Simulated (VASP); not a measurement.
# Cu in VASP: further runs

Runs on Cu. Level: PBEsol. Tasks: electric field gradients, density of states.

All numbers are computed with VASP 6.6.1; they aren't measurements. Logs are shortened: lines on timing, memory, paths and dates and some standing lists are left out, and cuts for length are marked.

## Step 1: The cell of the first run

The structure is cubic, space group Fm-3m (No. 225). Conventional cell: a = 3.615 Å, b = 3.615 Å, c = 3.615 Å, α = 90.00°, β = 90.00°, γ = 90.00°. Within 3.4 Å of Cu (site symmetry m-3m) lie 12 Cu at 2.56 Å.

## Step 2: Electric field gradients, PBEsol

File INCAR:

```
SYSTEM = Cu
ALGO = Normal
EDIFF = 1E-8
ENCUT = 520
GGA = PS
ISIF = 2
ISMEAR = -1
LASPH = .True.
LCHARG = .False.
LEFG = .True.
LREAL = .False.
LWAVE = .False.
NBANDS = 12
NELM = 60
PREC = Accurate
SIGMA = 0.03
```

File KPOINTS:

```
k-points
0
Gamma
  17 17 17
  0 0 0
```

File POSCAR:

```
Cu
1.0
    0.0000000000      1.8075000000      1.8075000000
    1.8075000000      0.0000000000      1.8075000000
    1.8075000000      1.8075000000      0.0000000000
Cu
1
Direct
    0.0000000000      0.0000000000      0.0000000000
```

Potentials or basis: VASP PAW PBE potentials, release 64 (Cu).

The run is started by

```console
> cat potpaw_PBE.64/Cu/POTCAR > POTCAR
> mpirun -np 1 vasp_std > vasp.out
```

OUTCAR:

```text
SYSTEM = Cu
   EDIFF = 1E-8
   ENCUT = 520
   GGA = PS
   ISIF = 2
   ISMEAR = -1
   LASPH = .True.
   LREAL = .False.
   NELM = 60
   PREC = Accurate

 ion  position               nearest neighbor table
   1  0.000  0.000  0.000-

  LATTYP: Found a face centered cubic cell.
 ALAT       =     3.6150000000

  Lattice vectors:

 A1 = (   0.0000000000,   1.8075000000,   1.8075000000)
 A2 = (   1.8075000000,   0.0000000000,   1.8075000000)
 A3 = (   1.8075000000,   1.8075000000,   0.0000000000)

Analysis of symmetry for initial positions (statically):
=====================================================================
 Subroutine PRICEL returns:
 Original cell was already a primitive cell.

 Routine SETGRP: Setting up the symmetry group for a
 face centered cubic supercell.

 Subroutine GETGRP returns: Found 48 space group operations
 (whereof 48 operations were pure point group operations)
 out of a pool of 48 trial point group operations.

The static configuration has the point symmetry O_h .

Analysis of symmetry for dynamics (positions and initial velocities):
=====================================================================
 Subroutine PRICEL returns:
 Original cell was already a primitive cell.

 Routine SETGRP: Setting up the symmetry group for a
 face centered cubic supercell.

 Subroutine GETGRP returns: Found 48 space group operations
 (whereof 48 operations were pure point group operations)
 out of a pool of 48 trial point group operations.

The dynamic configuration has the point symmetry O_h .

 Subroutine INISYM returns: Found 48 space group operations
 (whereof 48 operations are pure point group operations),
 and found     1 'primitive' translations

----------------------------------------------------------------------------------------

                                     Primitive cell

  volume of cell :      11.8104

  direct lattice vectors                    reciprocal lattice vectors
     0.000000000  1.807500000  1.807500000    -0.276625173  0.276625173  0.276625173
     1.807500000  0.000000000  1.807500000     0.276625173 -0.276625173  0.276625173
     1.807500000  1.807500000  0.000000000     0.276625173  0.276625173 -0.276625173

  length of vectors
     2.556191014  2.556191014  2.556191014     0.479128854  0.479128854  0.479128854

  position of ions in fractional coordinates (direct lattice)
     0.000000000  0.000000000  0.000000000

  ion indices of the primitive-cell ions
   primitive index   ion index
                 1           1

----------------------------------------------------------------------------------------

 KPOINTS: k-points

Automatic generation of k-mesh.
 Grid dimensions read from file:
 generate k-points for:   17   17   17

 Generating k-lattice:

  Cartesian coordinates                     Fractional coordinates (reciprocal lattice)
    -0.016272069  0.016272069  0.016272069     0.058823529  0.000000000  0.000000000
     0.016272069 -0.016272069  0.016272069     0.000000000  0.058823529  0.000000000
     0.016272069  0.016272069 -0.016272069     0.000000000  0.000000000  0.058823529

  Length of vectors
     0.028184050  0.028184050  0.028184050

  Shift w.r.t. Gamma in fractional coordinates (k-lattice)
     0.000000000  0.000000000  0.000000000

 Subroutine IBZKPT returns following result:
 ===========================================

 Found    165 irreducible k-points:

 Following reciprocal coordinates:
            Coordinates               Weight
  0.000000  0.000000  0.000000      1.000000
  0.058824  0.000000  0.000000      8.000000
  0.117647  0.000000  0.000000      8.000000
  0.176471  0.000000  0.000000      8.000000
  0.235294  0.000000  0.000000      8.000000
  0.294118  0.000000  0.000000      8.000000
[... 16 lines left out ...]
 -0.176471  0.058824  0.000000     24.000000
 -0.117647  0.058824  0.000000     24.000000
 [... further k-points ...]
   k-points           NKPTS =    165   k-points in BZ     NKDIM =    165   number of bands    NBANDS=     12
   number of dos      NEDOS =    301   number of ions     NIONS =      1
   total plane-waves  NPLWV =   8000
   dimension x,y,z NGX =    20 NGY =   20 NGZ =   20
   dimension x,y,z NGXF=    40 NGYF=   40 NGZF=   40
   ions per type =               1
   NGX,Y,Z   is equivalent  to a cutoff of  13.01, 13.01, 13.01 a.u.
   NGXF,Y,Z  is equivalent  to a cutoff of  26.01, 26.01, 26.01 a.u.
 SYSTEM =  Cu
   PREC   = accura    normal or accurate (medium, high low for compatibility)
   ISTART =      0    job   : 0-new  1-cont  2-samecut
   ICHARG =      2    charge: 1-file 2-atom 10-const
   ISPIN  =      1    spin polarized calculation?
   LNONCOLLINEAR =      F non collinear calculations
   LSORBIT =      F    spin-orbit coupling
   LASPH  =      T    aspherical Exc in radial PAW
   ENCUT  =  520.0 eV  38.22 Ry    6.18 a.u.   4.75  4.75  4.75*2*pi/ulx,y,z
   NELM   =     60;   NELMIN=  2; NELMDL= -5     # of ELM steps
   EDIFF  = 0.1E-07   stopping-criterion for ELM
   LREAL  =      F    real-space projection
   EDIFFG = 0.1E-06   stopping-criterion for IOM
   NSW    =      0    number of steps for IOM
   IBRION =     -1    ionic relax: 0-MD 1-quasi-New 2-CG
   NFREE  =      0    steps in history (QN), initial steepest desc. (CG)
   ISIF   =      2    stress and relaxation
   ISYM   =      2    0-nonsym 1-usesym 2-fastsym
   POTIM  = 0.5000    time-step for ionic-motion
   TEBEG  =    0.0;   TEEND  =   0.0 temperature during run
   PSTRESS=    0.0 pullay stress
   NELECT =      11.0000    total number of electrons
   NUPDOWN=      -1.0000    fix difference up-down
   EMIN   =  10.00;   EMAX   =-10.00  energy-range for DOS
   EFERMI =   0.00;   METHOD = LEGACY
   ISMEAR =    -1;   SIGMA  =   0.03  broadening in eV -4-tet -1-fermi 0-gaus
   EFERMI_NEDOS =   21; number of points for ismear=-14 and -15
   IALGO  =     38    algorithm
   IMIX   =      4    mixing-type and parameters
     AMIX     =   0.40;   BMIX     =  1.00
     AMIX_MAG =   1.60;   BMIX_MAG =  1.00
  volume/ion in A,a.u.               =      11.81        79.70
  Fermi-wavevector in a.u.,A,eV,Ry     =   1.598763  3.021224 34.777078  2.556043
  Thomas-Fermi vector in A             =   2.696162
   LORBIT       =      0    0 simple, 1 ext, 2 COOP (PROOUT), +10 PAW based schemes
   GGA     = PS    functional components
   LHFCALC =     F    Hartree Fock is set to
   AEXX    =    0.0000 exact exchange contribution
   IVDW    =     0    specifies the selected vdW correction
   LEPSILON=     F    determine dielectric tensor
   LRPA    =     F    only Hartree local field effects (RPA)
 non-spin polarized calculation
  energy-cutoff  :      520.00
  volume of cell :       11.81
 maximum number of plane-waves:       331
   NGX =  9   NGY =  9   NGZ =  9

 number of electron      11.0000001 magnetization

 Free energy of the ion-electron system (eV)
  ---------------------------------------------------
  ext. energy  EPLUGINS =         0.00000000
  ---------------------------------------------------
  free energy    TOTEN  =        -4.29954306 eV

  energy without entropy =       -4.29867390  energy(sigma->0) =       -4.29910848

 E-fermi :   7.4742     XC(G=0): -12.9089

 val. band max:        7.3433404417   @ k =  -0.4706   0.1176   0.0588
 cond. band min:       7.4926257626   @ k =  -0.3529   0.1765   0.0000
 fundamental gap:      0.1492853209
 Fermi energy:         7.4741549719

 k-point     1 :       0.0000    0.0000    0.0000
  band No.  band energies     occupation
      1      -1.9890      2.00000
      2       4.3640      2.00000
      3       4.3640      2.00000
      4       4.3640      2.00000
      5       5.1954      2.00000
      6       5.1954      2.00000
      7      29.9830      0.00000
      8      32.5959      0.00000
      9      32.5959      0.00000
     10      32.5959      0.00000
     11      35.0713      0.00000
     12      35.0713      0.00000

 k-point     2 :       0.0588    0.0000    0.0000
  band No.  band energies     occupation
      1      -1.8629      2.00000
      2       4.3371      2.00000
      3       4.3880      2.00000
      4       4.3880      2.00000
      5       5.1859      2.00000
      6       5.1859      2.00000
      7      29.2260      0.00000
      8      31.1702      0.00000
      9      32.1904      0.00000
     10      32.1904      0.00000
     11      35.6558      0.00000
     12      35.6558      0.00000
[... 316 lines left out ...]
 k-point    24 :      -0.1176    0.0588    0.0000
  band No.  band energies     occupation
      1      -1.2033      2.00000
      2       4.2010      2.00000
      3       4.4948      2.00000
      4       4.4987      2.00000
      5       5.0890      2.00000
      6       5.2321      2.00000
      7      25.6084      0.00000
      8      28.1442      0.00000
      9      31.7496      0.00000
     10      33.0292      0.00000
     11      35.5902      0.00000
     12      36.0261      0.00000

 [... further k-points ...]
[... 5 lines left out ...]
  --------------------------------------------------------------------------------------
  -------------------------------------------------------------------------------------
  Total       -0.4433526     -0.4433526     -0.4433526      0.0000000      0.0000000      0.0000000
  in kB      -60.1443572    -60.1443572    -60.1443572      0.0000000      0.0000000      0.0000000
  external PRESSURE =     -60.1443572 kB  Pullay stress =       0.0000000 kB

 VOLUME and BASIS-vectors are now :
 -----------------------------------------------------------------------------
  energy-cutoff  :      520.00
  volume of cell :       11.81
      direct lattice vectors                 reciprocal lattice vectors
     0.000000000  1.807500000  1.807500000    -0.276625173  0.276625173  0.276625173
     1.807500000  0.000000000  1.807500000     0.276625173 -0.276625173  0.276625173
     1.807500000  1.807500000  0.000000000     0.276625173  0.276625173 -0.276625173

 POSITION                                       TOTAL-FORCE (eV/Angst)
 -----------------------------------------------------------------------------------
      0.00000      0.00000      0.00000        -0.000000     -0.000000     -0.000000
 -----------------------------------------------------------------------------------
    total drift:                               -0.000000     -0.000000     -0.000000

  FREE ENERGIE OF THE ION-ELECTRON SYSTEM (eV)
  ---------------------------------------------------
  free  energy   TOTEN  =        -4.2995430632 eV

  energy  without entropy=       -4.2986738998  energy(sigma->0) =       -4.29910848

 Electric field gradients (V/A^2)
---------------------------------------------------------------------
 ion       V_xx      V_yy      V_zz      V_xy      V_xz      V_yz
---------------------------------------------------------------------
   1       0.000    -0.000     0.000     0.003     0.003     0.003
---------------------------------------------------------------------

 Electric field gradients after diagonalization (V/A^2)
 (convention: |V_zz| > |V_xx| > |V_yy|)
----------------------------------------------------------------------
 ion       V_xx      V_yy      V_zz     asymmetry (V_yy - V_xx)/ V_zz
----------------------------------------------------------------------
   1      -0.003    -0.003     0.005       0.000
----------------------------------------------------------------------

           NMR quadrupolar parameters

 Cq : quadrupolar parameter    Cq=e*Q*V_zz/h
 eta: asymmetry parameters     (V_yy - V_xx)/ V_zz
 Q  : nuclear electric quadrupole moment in mb (millibarn)
----------------------------------------------------------------------
 ion       Cq(MHz)       eta       Q (mb)
----------------------------------------------------------------------
   1       0.000       0.000       1.000
----------------------------------------------------------------------
```

It took 54 s on 1 thread of Intel Xeon 8259CL, shared host; peak memory 0.11 GiB.

What came out:

* Free energy: -4.2995 eV
* Pressure: -6.0 GPa

Levels at points of the mesh, in eV from the Fermi level:
| k point | band 4 | band 5 | band 6 | band 7 | band 8 | band 9 |
| --- | --- | --- | --- | --- | --- | --- |
| (0.00, 0.00, 0.00) | -3.11 | -2.28 | -2.28 | 22.51 | 25.12 | 25.12 |

Caveat: without QUAD_EFG the Cq values of the log hold for a quadrupole moment of 1 mb, not for the nuclei; the PAW data sets were made with another functional, which shifts forces and pressure a little.

## Step 3: Density of states, PBEsol

POSCAR is that of step 2.

File INCAR.step1:

```
SYSTEM = Cu
PREC     = Accurate       ! precision mode
ENCUT    = 520            ! plane-wave cutoff, eV
EDIFF    = 1E-6           ! SCF threshold, eV
ISMEAR   = -1             ! smearing method
SIGMA    = 0.03           ! smearing width, eV
LREAL    = .False.        ! projectors in reciprocal space
LASPH    = .True.         ! aspherical terms in the spheres
NELM     = 60             ! most SCF steps
ALGO     = Normal         ! electronic algorithm
ISIF     = 2              ! what is computed and relaxed
LWAVE    = .False.        ! write WAVECAR
LCHARG   = .True.         ! write CHGCAR
LMAXMIX  = 4              ! l up to which the mixer works
GGA      = PS             ! functional
NBANDS   = 12             ! bands
```

File KPOINTS.step1:

```
Automatic mesh
0
Gamma
  17 17 17
  0 0 0
```

File INCAR.step2:

```
SYSTEM = Cu
PREC     = Accurate       ! precision mode
ENCUT    = 520            ! plane-wave cutoff, eV
EDIFF    = 1E-6           ! SCF threshold, eV
ISMEAR   = -5             ! smearing method
SIGMA    = 0.03           ! smearing width, eV
LREAL    = .False.        ! projectors in reciprocal space
LASPH    = .True.         ! aspherical terms in the spheres
NELM     = 60             ! most SCF steps
ALGO     = Normal         ! electronic algorithm
ISIF     = 2              ! what is computed and relaxed
LWAVE    = .False.        ! write WAVECAR
LCHARG   = .False.        ! write CHGCAR
LMAXMIX  = 4              ! l up to which the mixer works
GGA      = PS             ! functional
LORBIT   = 11             ! projections on sites
NEDOS    = 1001           ! points of the DOS
ICHARG   = 11             ! starting density
```

File KPOINTS.step2:

```
Automatic mesh
0
Gamma
  26 26 26
  0 0 0
```

Potentials or basis: VASP PAW PBE potentials, release 64 (Cu).

The run is started by

```console
> cat potpaw_PBE.64/Cu/POTCAR > POTCAR
> cp INCAR.step1 INCAR
> cp KPOINTS.step1 KPOINTS
> mpirun -np 1 vasp_std > vasp.out
> cp INCAR.step2 INCAR
> cp KPOINTS.step2 KPOINTS
> mpirun -np 1 vasp_std > vasp.out
```

Run time: 96 s. Hardware: 1 thread of Intel Xeon 8259CL, shared host; peak memory 0.14 GiB.

The run converged. Its results:

```yaml
Valence_electrons_inside_the_program's_atomic_spheres: Cu 10.00
```

Levels at points of the mesh, in eV from the Fermi level:
```
           k point  band 2  band 3  band 4  band 5  band 6  band 7  band 8  band 9
(0.00, 0.00, 0.00)   -3.05   -3.05   -3.05   -2.22   -2.22   22.57   25.18   25.18
(0.50, 0.00, 0.00)   -3.08   -3.08   -1.65   -1.65   -1.05    3.72   21.06   22.00
(0.50, 0.50, 0.00)   -4.45   -1.67   -1.51   -1.51    1.44    7.08   13.02   13.02
```

Caveat: the PAW data sets were made with another functional, which shifts forces and pressure a little; tetrahedron occupations give inexact forces and stress in metals.

[end of part 1 of 2]
